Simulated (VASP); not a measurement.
# MgZn5O6 (P-4m2) in VASP: single point with PBE

Aim: the single point of MgZn5O6 with PBE.

Everything below comes from runs of VASP 6.6.1. Logs are shortened: lines on timing, memory, paths and dates and some standing lists are left out, and cuts for length are marked.

## 1. The cell of the first run

Symmetry: P-4m2, No. 115, tetragonal system. Conventional cell: a = 3.271 Å, b = 3.271 Å, c = 13.785 Å, α = 90.00°, β = 90.00°, γ = 90.00°. Mg (site symmetry -4m2) has 4 O at 1.99 Å within 2.6 Å. Within 2.7 Å of Zn (site symmetry 2mm) lie 4 O at 2.00 Å. Zn (site symmetry -4m2) has 4 O at 2.00 Å within 2.7 Å. Zn (site symmetry 2mm) has 4 O at 2.00 Å within 2.7 Å. O (site symmetry 2mm) has 4 Zn at 2.00 Å within 2.7 Å. O (site symmetry 2mm) has 4 Zn at 2.00 Å within 2.7 Å. Within 2.6 Å of O (site symmetry 2mm) lie 2 Mg at 1.99 Å and 2 Zn at 2.00 Å.

## 2. Single point, PBE

Input file INCAR:

```
SYSTEM = MgZn5O6
  PREC = Accurate
  ENCUT = 520
  EDIFF = 1E-6
  ISMEAR = 0
  SIGMA = 0.02
  LREAL = .FALSE.
  LASPH = .TRUE.
  NELM = 100
  ALGO = Normal
  ISIF = 2
  LWAVE = .FALSE.
  LCHARG = .FALSE.
  GGA = PE
  NBANDS = 61
```

Input file KPOINTS:

```
Automatic mesh
0
G
  8 8 2
  0 0 0
```

Input file POSCAR:

```
MgZn5O6
1.0
    3.2708702000      0.0000000000      0.0000000000
    0.0000000000      3.2708702000      0.0000000000
    0.0000000000      0.0000000000     13.7851637000
Mg Zn O
1 5 6
Direct
    0.0000000000      0.0000000000      0.5000000000
    0.0000000000      0.0000000000      0.8328970000
    0.5000000000      0.5000000000      0.0000000000
    0.0000000000      0.0000000000      0.1671030000
    0.5000000000      0.5000000000      0.3343060000
    0.5000000000      0.5000000000      0.6656940000
    0.5000000000      0.0000000000      0.0835540000
    0.0000000000      0.5000000000      0.2506190000
    0.5000000000      0.0000000000      0.4183920000
    0.0000000000      0.5000000000      0.5816080000
    0.5000000000      0.0000000000      0.7493810000
    0.0000000000      0.5000000000      0.9164460000
```

Potentials or basis: VASP PAW PBE potentials, release 64 (Mg, Zn, O).

Launch:

```sh
$ cat potpaw_PBE.64/Mg/POTCAR potpaw_PBE.64/Zn/POTCAR potpaw_PBE.64/O/POTCAR > POTCAR
$ mpirun -np 1 vasp_std > vasp.out
```

OUTCAR:

```text
SYSTEM = MgZn5O6
   PREC = Accurate
   ENCUT = 520
   EDIFF = 1E-6
   ISMEAR = 0
   LREAL = .FALSE.
   LASPH = .TRUE.
   NELM = 100
   ISIF = 2
   GGA = PE

 ion  position               nearest neighbor table
   1  0.000  0.000  0.500-   9 1.99  10 1.99  10 1.99   9 1.99   5 3.25   6 3.25   5 3.25   5 3.25
                             6 3.25   6 3.25   5 3.25   6 3.25
   2  0.000  0.000  0.833-  11 2.00  11 2.00  12 2.00  12 2.00
   3  0.500  0.500  0.000-   7 2.00  12 2.00   7 2.00  12 2.00
   4  0.000  0.000  0.167-   8 2.00   8 2.00   7 2.00   7 2.00
   5  0.500  0.500  0.334-   8 2.00   8 2.00   9 2.00   9 2.00   1 3.25   1 3.25   1 3.25   1 3.25

   6  0.500  0.500  0.666-  11 2.00  11 2.00  10 2.00  10 2.00   1 3.25   1 3.25   1 3.25   1 3.25

   7  0.500  0.000  0.084-   4 2.00   4 2.00   3 2.00   3 2.00
   8  0.000  0.500  0.251-   4 2.00   4 2.00   5 2.00   5 2.00
   9  0.500  0.000  0.418-   1 1.99   1 1.99   5 2.00   5 2.00
  10  0.000  0.500  0.582-   1 1.99   1 1.99   6 2.00   6 2.00
  11  0.500  0.000  0.749-   2 2.00   2 2.00   6 2.00   6 2.00
  12  0.000  0.500  0.916-   2 2.00   2 2.00   3 2.00   3 2.00

  LATTYP: Found a simple tetragonal cell.
 ALAT       =     3.2708702000
 C/A-ratio  =     4.2145248381

  Lattice vectors:

 A1 = (   3.2708702000,   0.0000000000,   0.0000000000)
 A2 = (   0.0000000000,   3.2708702000,   0.0000000000)
 A3 = (   0.0000000000,   0.0000000000,  13.7851637000)

Analysis of symmetry for initial positions (statically):
=====================================================================
 Subroutine PRICEL returns:
 Original cell was already a primitive cell.

 Routine SETGRP: Setting up the symmetry group for a
 simple tetragonal supercell.

 Subroutine GETGRP returns: Found  8 space group operations
 (whereof  8 operations were pure point group operations)
 out of a pool of 16 trial point group operations.

The static configuration has the point symmetry D_2d.

Analysis of symmetry for dynamics (positions and initial velocities):
=====================================================================
 Subroutine PRICEL returns:
 Original cell was already a primitive cell.

 Routine SETGRP: Setting up the symmetry group for a
 simple tetragonal supercell.

 Subroutine GETGRP returns: Found  8 space group operations
 (whereof  8 operations were pure point group operations)
 out of a pool of 16 trial point group operations.

The dynamic configuration has the point symmetry D_2d.

 Subroutine INISYM returns: Found  8 space group operations
 (whereof  8 operations are pure point group operations),
 and found     1 'primitive' translations

----------------------------------------------------------------------------------------

                                     Primitive cell

  volume of cell :     147.4818

  direct lattice vectors                    reciprocal lattice vectors
     3.270870200  0.000000000  0.000000000     0.305729038  0.000000000  0.000000000
     0.000000000  3.270870200  0.000000000     0.000000000  0.305729038  0.000000000
     0.000000000  0.000000000 13.785163700     0.000000000  0.000000000  0.072541757

  length of vectors
     3.270870200  3.270870200 13.785163700     0.305729038  0.305729038  0.072541757

  position of ions in fractional coordinates (direct lattice)
     0.000000000  0.000000000  0.500000000
     0.000000000  0.000000000  0.832897000
     0.500000000  0.500000000  0.000000000
     0.000000000  0.000000000  0.167103000
     0.500000000  0.500000000  0.334306000
     0.500000000  0.500000000  0.665694000
     0.500000000  0.000000000  0.083554000
     0.000000000  0.500000000  0.250619000
     0.500000000  0.000000000  0.418392000
     0.000000000  0.500000000  0.581608000
     0.500000000  0.000000000  0.749381000
     0.000000000  0.500000000  0.916446000

  ion indices of the primitive-cell ions
   primitive index   ion index
                 1           1
                 2           2
                 3           3
                 4           4
                 5           5
                 6           6
                 7           7
                 8           8
                 9           9
                10          10
                11          11
                12          12

----------------------------------------------------------------------------------------

 KPOINTS: Automatic mesh

Automatic generation of k-mesh.
 Grid dimensions read from file:
 generate k-points for:    8    8    2

 Generating k-lattice:

  Cartesian coordinates                     Fractional coordinates (reciprocal lattice)
     0.038216130  0.000000000  0.000000000     0.125000000  0.000000000  0.000000000
     0.000000000  0.038216130  0.000000000     0.000000000  0.125000000  0.000000000
     0.000000000  0.000000000  0.036270879     0.000000000  0.000000000  0.500000000

  Length of vectors
     0.038216130  0.038216130  0.036270879

  Shift w.r.t. Gamma in fractional coordinates (k-lattice)
     0.000000000  0.000000000  0.000000000

 Subroutine IBZKPT returns following result:
 ===========================================

 Found     30 irreducible k-points:

 Following reciprocal coordinates:
            Coordinates               Weight
  0.000000  0.000000  0.000000      1.000000
  0.125000  0.000000  0.000000      4.000000
  0.250000  0.000000  0.000000      4.000000
  0.375000  0.000000  0.000000      4.000000
  0.500000  0.000000  0.000000      2.000000
  0.125000  0.125000  0.000000      4.000000
[... 16 lines left out ...]
  0.375000  0.125000  0.500000      8.000000
  0.500000  0.125000  0.500000      4.000000
 [... further k-points ...]
   k-points           NKPTS =     30   k-points in BZ     NKDIM =     30   number of bands    NBANDS=     61
   number of dos      NEDOS =    301   number of ions     NIONS =     12
   total plane-waves  NPLWV =  62208
   dimension x,y,z NGX =    24 NGY =   24 NGZ =  108
   dimension x,y,z NGXF=    48 NGYF=   48 NGZF=  216
   ions per type =               1   5   6
   NGX,Y,Z   is equivalent  to a cutoff of  12.20, 12.20, 13.02 a.u.
   NGXF,Y,Z  is equivalent  to a cutoff of  24.40, 24.40, 26.05 a.u.
 SYSTEM =  MgZn5O6
   PREC   = accura    normal or accurate (medium, high low for compatibility)
   ISTART =      0    job   : 0-new  1-cont  2-samecut
   ICHARG =      2    charge: 1-file 2-atom 10-const
   ISPIN  =      1    spin polarized calculation?
   LNONCOLLINEAR =      F non collinear calculations
   LSORBIT =      F    spin-orbit coupling
   LASPH  =      T    aspherical Exc in radial PAW
   ENCUT  =  520.0 eV  38.22 Ry    6.18 a.u.   6.08  6.08 25.63*2*pi/ulx,y,z
   NELM   =    100;   NELMIN=  2; NELMDL= -5     # of ELM steps
   EDIFF  = 0.1E-05   stopping-criterion for ELM
   LREAL  =      F    real-space projection
   EDIFFG = 0.1E-04   stopping-criterion for IOM
   NSW    =      0    number of steps for IOM
   IBRION =     -1    ionic relax: 0-MD 1-quasi-New 2-CG
   NFREE  =      0    steps in history (QN), initial steepest desc. (CG)
   ISIF   =      2    stress and relaxation
   ISYM   =      2    0-nonsym 1-usesym 2-fastsym
   POTIM  = 0.5000    time-step for ionic-motion
   TEBEG  =    0.0;   TEEND  =   0.0 temperature during run
   PSTRESS=    0.0 pullay stress
   NELECT =      98.0000    total number of electrons
   NUPDOWN=      -1.0000    fix difference up-down
   EMIN   =  10.00;   EMAX   =-10.00  energy-range for DOS
   EFERMI =   0.00;   METHOD = LEGACY
   ISMEAR =     0;   SIGMA  =   0.02  broadening in eV -4-tet -1-fermi 0-gaus
   EFERMI_NEDOS =   21; number of points for ismear=-14 and -15
   IALGO  =     38    algorithm
   IMIX   =      4    mixing-type and parameters
     AMIX     =   0.40;   BMIX     =  1.00
     AMIX_MAG =   1.60;   BMIX_MAG =  1.00
  volume/ion in A,a.u.               =      12.29        82.94
  Fermi-wavevector in a.u.,A,eV,Ry     =   1.428578  2.699621 27.767254  2.040836
  Thomas-Fermi vector in A             =   2.548625
   LORBIT       =      0    0 simple, 1 ext, 2 COOP (PROOUT), +10 PAW based schemes
   GGA     = PE    functional components
   LHFCALC =     F    Hartree Fock is set to
   AEXX    =    0.0000 exact exchange contribution
   IVDW    =     0    specifies the selected vdW correction
   LEPSILON=     F    determine dielectric tensor
   LRPA    =     F    only Hartree local field effects (RPA)
 non-spin polarized calculation
 Gauss-broadening in eV      SIGMA  =   0.02
  energy-cutoff  :      520.00
  volume of cell :      147.48
 maximum number of plane-waves:      4008
   NGX = 13   NGY = 13   NGZ = 51

 number of electron      97.9999923 magnetization

 Free energy of the ion-electron system (eV)
  ---------------------------------------------------
  ext. energy  EPLUGINS =         0.00000000
  ---------------------------------------------------
  free energy    TOTEN  =       -56.33677099 eV

  energy without entropy =      -56.33677099  energy(sigma->0) =      -56.33677099

 E-fermi :   1.1234     XC(G=0): -10.5532

 val. band max:        0.9815008138   @ k =   0.0000   0.0000   0.0000
 cond. band min:       1.9267676765   @ k =   0.0000   0.0000   0.0000
 fundamental gap:      0.9452668627
 Fermi energy:         1.1233821058

 k-point     1 :       0.0000    0.0000    0.0000
  band No.  band energies     occupation
      1     -16.6787      2.00000
      2     -16.4929      2.00000
      3     -16.3524      2.00000
      4     -16.0125      2.00000
      5     -15.9986      2.00000
      6     -15.6963      2.00000
[... 53 lines left out ...]
     60      12.8154      0.00000
     61      12.8377      0.00000

 k-point     2 :       0.1250    0.0000    0.0000
  band No.  band energies     occupation
      1     -16.6202      2.00000
      2     -16.4462      2.00000
      3     -16.3082      2.00000
      4     -16.0000      2.00000
      5     -15.9782      2.00000
      6     -15.6917      2.00000
[... 1397 lines left out ...]
     60      10.5028      0.00000
     61      11.1359      0.00000

 k-point    24 :       0.5000    0.1250    0.5000
  band No.  band energies     occupation
      1     -16.0643      2.00000
      2     -16.0642      2.00000
      3     -16.0580      2.00000
      4     -16.0580      2.00000
      5     -15.7607      2.00000
      6     -15.7357      2.00000
[... 53 lines left out ...]
     60       9.7001      0.00000
     61      10.5654      0.00000

 [... further k-points ...]
[... 5 lines left out ...]
  --------------------------------------------------------------------------------------
  -------------------------------------------------------------------------------------
  Total        0.5784146      0.5784146      0.5694109      0.0000000      0.0000000      0.0000000
  in kB        6.2836403      6.2836403      6.1858272      0.0000000      0.0000000      0.0000000
  external PRESSURE =       6.2510359 kB  Pullay stress =       0.0000000 kB

 VOLUME and BASIS-vectors are now :
 -----------------------------------------------------------------------------
  energy-cutoff  :      520.00
  volume of cell :      147.48
      direct lattice vectors                 reciprocal lattice vectors
     3.270870200  0.000000000  0.000000000     0.305729038  0.000000000  0.000000000
     0.000000000  3.270870200  0.000000000     0.000000000  0.305729038  0.000000000
     0.000000000  0.000000000 13.785163700     0.000000000  0.000000000  0.072541757

 POSITION                                       TOTAL-FORCE (eV/Angst)
 -----------------------------------------------------------------------------------
      0.00000      0.00000      6.89258        -0.000000     -0.000000      0.000000
      0.00000      0.00000     11.48162        -0.000000     -0.000000     -0.000737
      1.63544      1.63544      0.00000        -0.000000     -0.000000      0.000000
      0.00000      0.00000      2.30354        -0.000000     -0.000000      0.000737
      1.63544      1.63544      4.60846         0.000000      0.000000      0.006562
      1.63544      1.63544      9.17670        -0.000000     -0.000000     -0.006562
      1.63544      0.00000      1.15181        -0.000000     -0.000000     -0.000201
      0.00000      1.63544      3.45482        -0.000000     -0.000000     -0.000037
      1.63544      0.00000      5.76760        -0.000000     -0.000000      0.075674
      0.00000      1.63544      8.01756        -0.000000     -0.000000     -0.075674
      1.63544      0.00000     10.33034         0.000000     -0.000000      0.000037
      0.00000      1.63544     12.63336        -0.000000     -0.000000      0.000201
 -----------------------------------------------------------------------------------
    total drift:                                0.000000     -0.000000     -0.000000

  FREE ENERGIE OF THE ION-ELECTRON SYSTEM (eV)
  ---------------------------------------------------
  free  energy   TOTEN  =       -56.3367709855 eV

  energy  without entropy=      -56.3367709855  energy(sigma->0) =      -56.33677099
```

It took 3.7 min on 1 thread of AMD EPYC 7R13 (Zen 3), shared host; peak memory 0.33 GiB.

What came out:

| Item | Value |
| --- | --- |
| Free energy | -56.3368 eV |
| Pressure | 0.6 GPa |
| Largest force | 0.076 eV/Å |
| Band gap on the k mesh | 0.95 eV |

Forces on the atoms (eV/Å):
```
Mg   0.000  0.000  0.000
Zn   0.000  0.000 -0.001
Zn   0.000  0.000  0.000
Zn   0.000  0.000  0.001
Zn   0.000  0.000  0.007
Zn   0.000  0.000 -0.007
O    0.000  0.000  0.000
O    0.000  0.000  0.000
O    0.000  0.000  0.076
O    0.000  0.000 -0.076
O    0.000  0.000  0.000
O    0.000  0.000  0.000
```
